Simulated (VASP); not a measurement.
# AlN in VASP: settings compared, part 2 of 2

VASP 6.6.1. Earlier steps stand in the parts before.

### Step 3. Single point, r2SCAN (uniaxial x strain -1.6%)

File POSCAR:

```
AlN
1.0
    0.0000000000      2.1848764208      2.1848764208
    2.1496999104      0.0000000000      2.1848764208
    2.1496999104      2.1848764208      0.0000000000
Al N
1 1
Direct
    0.0000000000      0.0000000000      0.0000000000
    0.2500000000      0.2500000000      0.2500000000
```

File INCAR.step1:

```
SYSTEM = AlN
  PREC = Accurate
  ENCUT = 520
  ISMEAR = 0
  SIGMA = 0.01
  LREAL = .False.
  LASPH = .True.
  NELM = 60
  NBANDS = 11
  GGA = PE
  ALGO = Normal
  EDIFF = 1E-4
  LWAVE = .True.
  LCHARG = .False.
```

File INCAR.step2:

```
SYSTEM = AlN
  PREC = Accurate
  ENCUT = 520
  EDIFF = 1E-6
  ISMEAR = 0
  SIGMA = 0.01
  LREAL = .False.
  LASPH = .True.
  NELM = 60
  ALGO = Normal
  ISIF = 2
  LWAVE = .False.
  LCHARG = .False.
  METAGGA = R2SCAN
  LMIXTAU = .True.
  NBANDS = 11
  ISTART = 1
```

File KPOINTS:

```
regular mesh
0
Gamma
  10 10 10
  0 0 0
```

Potentials or basis: VASP PAW PBE potentials, release 64 (Al, N).

On the command line:

```
> cat potpaw_PBE.64/Al/POTCAR potpaw_PBE.64/N/POTCAR > POTCAR
> cp INCAR.step1 INCAR
> mpirun -np 1 vasp_std > vasp.out
> cp INCAR.step2 INCAR
> mpirun -np 1 vasp_std > vasp.out
```

It took 92 s on 1 thread of Intel Xeon 8259CL, shared host; peak memory 0.15 GiB.

The run converged. Its results:

| Item | Value |
| --- | --- |
| Free energy | -19.1749 eV |
| Pressure | 3.1 GPa |
| Band gap on the k mesh | 3.85 eV, indirect (least direct gap 4.99 eV) |

Stress tensor (GPa, compression positive):
```
4.61 0.00 0.00
0.00 2.38 0.00
0.00 0.00 2.38
```

Levels at points of the mesh, in eV from the valence-band top:
| k point | band 1 | band 2 | band 3 | band 4 | band 5 | band 6 | band 7 | band 8 | band 9 |
| --- | --- | --- | --- | --- | --- | --- | --- | --- | --- |
| (0.00, 0.00, 0.00) | -15.88 | -0.07 | -0.07 | 0.00 | 4.99 | 13.62 | 13.64 | 13.64 | 18.34 |
| (0.50, 0.00, 0.00) | -13.82 | -6.01 | -0.60 | -0.46 | 8.30 | 10.89 | 11.84 | 12.17 | 19.48 |
| (0.50, 0.50, 0.00) | -13.20 | -5.09 | -1.82 | -1.82 | 3.93 | 9.62 | 15.27 | 16.90 | 17.41 |
| (0.00, 0.50, 0.50) | -13.13 | -4.94 | -1.96 | -1.96 | 3.85 | 9.36 | 15.58 | 17.01 | 17.01 |

Caveat: the cell differs from its parent crystal (uniaxial x strain -1.6%); the PAW data sets were made with another functional, which shifts forces and pressure a little. A k mesh can miss the band edges.

### Step 4. Single point, PBE (shear xy strain +1.5%)

File INCAR:

```
SYSTEM = AlN
  PREC = Accurate
  ENCUT = 520
  EDIFF = 1E-7
  ISMEAR = -1
  SIGMA = 0.02
  LREAL = .FALSE.
  LASPH = .TRUE.
  NELM = 100
  ALGO = Normal
  ISIF = 2
  LWAVE = .FALSE.
  LCHARG = .FALSE.
  GGA = PE
  NBANDS = 11
```

File KPOINTS:

```
regular mesh
0
G
  10 10 10
  0 0 0
```

File POSCAR:

```
AlN
1.0
    0.0168235484      2.1848764208      2.1848764208
    2.1848764208      0.0168235484      2.1848764208
    2.2016999692      2.2016999692      0.0000000000
Al N
1 1
Direct
    0.0010089038      0.0010089038     -0.0010089038
    0.2489910962      0.2489910962      0.2510089038
```

On the command line:

```
> cat potpaw_PBE.64/Al/POTCAR potpaw_PBE.64/N/POTCAR > POTCAR
> mpirun -np 1 vasp_std > vasp.out
```

It took 33 s on 1 thread of Intel Xeon 8259CL, shared host; peak memory 0.16 GiB.

The run converged. Its results:

```
Free energy            : -14.8383 eV
Pressure               : 4.3 GPa
Largest force          : 0.013 eV/Å
Band gap on the k mesh : 3.24 eV, indirect (least direct gap 4.11 eV)
```

Forces on the atoms (eV/Å):
```
Al   0.000  0.000  0.013
N    0.000  0.000 -0.013
```

Stress tensor (GPa, compression positive):
```
 4.36 -2.90  0.00
-2.90  4.36  0.00
 0.00  0.00  4.32
```

Levels at points of the mesh, in eV from the valence-band top:
```csv
k point,band 2,band 3,band 4,band 5,band 6,band 7
"(0.00, 0.00, 0.00)",-0.13,-0.07,0.00,4.11,12.28,12.49
"(0.50, 0.00, 0.00)",-5.88,-0.61,-0.56,7.24,9.79,10.92
"(0.50, 0.50, 0.00)",-4.96,-1.95,-1.73,3.24,8.55,13.87
"(0.00, 0.00, 0.50)",-5.95,-0.53,-0.48,7.37,9.78,11.09
"(0.50, 0.00, 0.50)",-4.96,-1.84,-1.84,3.25,8.54,13.86
```

Caveat: the cell differs from its parent crystal (shear xy strain +1.5%).

### Step 5. Single point, r2SCAN (shear xy strain +1.5%)

POSCAR is that of step 4.

File INCAR.step1:

```
PREC = Accurate
ENCUT = 520
ISMEAR = 0
SIGMA = 0.01
LREAL = F
LASPH = T
NELM = 100
NBANDS = 11
GGA = PE
ALGO = Normal
EDIFF = 1E-4
LWAVE = T
LCHARG = F
```

File INCAR.step2:

```
PREC = Accurate
ENCUT = 520
EDIFF = 1E-6
ISMEAR = 0
SIGMA = 0.01
LREAL = F
LASPH = T
NELM = 100
ALGO = Normal
ISIF = 2
LWAVE = F
LCHARG = F
METAGGA = R2SCAN
LMIXTAU = T
NBANDS = 11
ISTART = 1
```

File KPOINTS:

```
regular mesh
0
Gamma
  10 10 10
```

Potentials or basis: VASP PAW PBE potentials, release 64 (Al, N).

On the command line:

```
> cat potpaw_PBE.64/Al/POTCAR potpaw_PBE.64/N/POTCAR > POTCAR
> cp INCAR.step1 INCAR
> mpirun -np 1 vasp_std > vasp.out
> cp INCAR.step2 INCAR
> mpirun -np 1 vasp_std > vasp.out
```

OUTCAR:

```text
PREC = Accurate
   ENCUT = 520
   EDIFF = 1E-6
   ISMEAR = 0
   LREAL = F
   LASPH = T
   NELM = 100
   ISIF = 2
   METAGGA = R2SCAN
   ISTART = 1

 ion  position               nearest neighbor table
   1  0.001  0.001  0.999-   2 1.89   2 1.89   2 1.90   2 1.90
   2  0.249  0.249  0.251-   1 1.89   1 1.89   1 1.90   1 1.90

  LATTYP: Found a body centered orthorhombic cell.
 ALAT       =     3.0660897761
 B/A-ratio  =     1.0155195001
 C/A-ratio  =     1.4251875061

  Lattice vectors:

 A1 = (   2.1848764208,   0.0168235484,  -2.1848764208)
 A2 = (  -2.1848764208,  -0.0168235484,  -2.1848764208)
 A3 = (   0.0168235484,   2.1848764208,   2.1848764208)

Analysis of symmetry for initial positions (statically):
=====================================================================
 Subroutine PRICEL returns:
 Original cell was already a primitive cell.

 Routine SETGRP: Setting up the symmetry group for a
 body centered orthorhombic supercell.

 Subroutine GETGRP returns: Found  4 space group operations
[... 173 lines left out ...]
  band No.  band energies     occupation
      1     -10.0524      2.00000
      2       5.6173      2.00000
      3       5.6817      2.00000
      4       5.7504      2.00000
      5      10.5589      0.00000
      6      18.9834      0.00000
      7      19.1990      0.00000
      8      19.4035      0.00000
      9      24.2000      0.00000
     10      24.2118      0.00000
     11      25.8638      0.00000
[... 309 lines left out ...]
 k-point    24 :       0.4000    0.3000    0.0000
  band No.  band energies     occupation
      1      -8.0654      2.00000
      2       1.5041      2.00000
      3       4.0479      2.00000
      4       4.1544      2.00000
      5      11.2353      0.00000
      6      16.1202      0.00000
      7      18.9808      0.00000
      8      21.2705      0.00000
      9      21.9943      0.00000
     10      28.0938      0.00000
     11      30.5581      0.00000

 [... further k-points ...]

------------------------ aborting loop because EDIFF is reached ----------------------------------------

  FORCE on cell =-STRESS in cart. coord.  units (eV):
  Direction    XX          YY          ZZ          XY          YZ          ZX
  --------------------------------------------------------------------------------------
  -------------------------------------------------------------------------------------
  Total       -0.0465365     -0.0465365     -0.0526243     -0.3984918      0.0000000      0.0000000
  in kB       -3.5745368     -3.5745368     -4.0421434    -30.6087115      0.0000000      0.0000000
  external PRESSURE =      -3.7304057 kB  Pullay stress =       0.0000000 kB

 VOLUME and BASIS-vectors are now :
 -----------------------------------------------------------------------------
  energy-cutoff  :      520.00
  volume of cell :       20.86
      direct lattice vectors                 reciprocal lattice vectors
     0.016823548  2.184876421  2.184876421    -0.230621682  0.230621682  0.228845895
     2.184876421  0.016823548  2.184876421     0.230621682 -0.230621682  0.228845895
     2.201699969  2.201699969  0.000000000     0.227097246  0.227097246 -0.228845895

 POSITION                                       TOTAL-FORCE (eV/Angst)
 -----------------------------------------------------------------------------------
      2.20170      2.20170      0.00441         0.000000      0.000000      0.002196
      1.10085      1.10085      1.08803        -0.000000     -0.000000     -0.002196
 -----------------------------------------------------------------------------------
    total drift:                               -0.000000     -0.000000      0.000570

  FREE ENERGIE OF THE ION-ELECTRON SYSTEM (eV)
  ---------------------------------------------------
  free  energy   TOTEN  =       -19.1766478894 eV

  energy  without entropy=      -19.1766478894  energy(sigma->0) =      -19.17664789
```

It took 2.1 min on 1 thread of Intel Xeon 8259CL, shared host; peak memory 0.16 GiB.

What came out:

| Item | Value |
| --- | --- |
| Free energy | -19.1766 eV |
| Pressure | -0.4 GPa |
| Band gap on the k mesh | 3.86 eV, indirect (least direct gap 4.81 eV) |

Forces on the atoms (eV/Å):
```
Al   0.000  0.000  0.002
N    0.000  0.000 -0.002
```

Caveat: the cell differs from its parent crystal (shear xy strain +1.5%); the PAW data sets were made with another functional, which shifts forces and pressure a little.

### Step 6. Overview

| level | cell | smearing | gap on the mesh (eV) | pressure (GPa) |
| --- | --- | --- | --- | --- |
| r2SCAN | a = 3.056, b = 3.056, c = 3.021 Å, angles 60.4, 60.4, 59.3°, 2 atoms | gaussian 0.01 eV | 3.90 | 9.9 |
| r2SCAN | a = 3.090, b = 3.065, c = 3.065 Å, angles 60.5, 59.7, 59.7°, 2 atoms | gaussian 0.01 eV | 3.85 | 3.1 |
| PBE | a = 3.090, b = 3.090, c = 3.114 Å, angles 59.7, 59.7, 59.5°, 2 atoms | fermi-dirac 0.02 eV | 3.24 | 4.3 |
| r2SCAN | a = 3.090, b = 3.090, c = 3.114 Å, angles 59.7, 59.7, 59.5°, 2 atoms | gaussian 0.01 eV | 3.86 | -0.4 |

Alike in all rows: task single point; potentials or basis VASP PAW PBE potentials, release 64 (Al, N); no spin polarisation; k mesh 10 × 10 × 10; cutoff (eV) 520.

Caveats: the PAW data sets were made with another functional, which shifts forces and pressure a little (some runs).

Total energies depend on the potentials used, so only differences within one code and one set of settings carry meaning.
